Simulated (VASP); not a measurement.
## MgO: single point with PBE

Crystal: MgO.

```xyz
2
Lattice="0.0000 2.0800 2.0800 2.0800 0.0000 2.0800 2.0800 2.0800 0.0000" Properties=species:S:1:pos:R:3 pbc="T T T"
Mg    0.0000    0.0000    0.0000
O     2.0800    2.0800    2.0800
```

```json
{
  "Program": "VASP 6.6.1",
  "Task": "single point",
  "Functional": "PBE",
  "Potentials or basis": "VASP PAW PBE potentials, release 64 (Mg_sv, O)",
  "Cutoff": "840 eV",
  "k mesh": "8 × 8 × 8",
  "Occupations": "gaussian, width 0.01 eV",
  "Spin": "no spin polarisation",
  "Dipole correction": "no",
  "Further INCAR settings": "ALGO = Normal; EDIFF = 1e-06; NBANDS = 15"
}
```

```json
{
  "Pressure": "11.6 GPa",
  "Band gap on the k mesh": "5.11 eV"
}
```

Levels at points of the mesh, in eV from the valence-band top:
```csv
k point,band 5,band 6,band 7,band 8,band 9,band 10,band 11,band 12
"(0.00, 0.00, 0.00)",-17.44,0.00,0.00,0.00,5.11,16.02,16.02,16.02
"(0.50, 0.00, 0.00)",-16.03,-4.78,-0.70,-0.70,8.15,13.05,16.72,16.72
"(0.50, 0.50, 0.00)",-15.80,-4.20,-1.39,-1.39,9.17,10.41,13.50,19.57
```

Run time: 13 s on 1 thread of AMD EPYC 7R13 Processor (Zen 3) (shared host), peak memory 0.13 GiB.

Caveat: the cell stands under pressure.
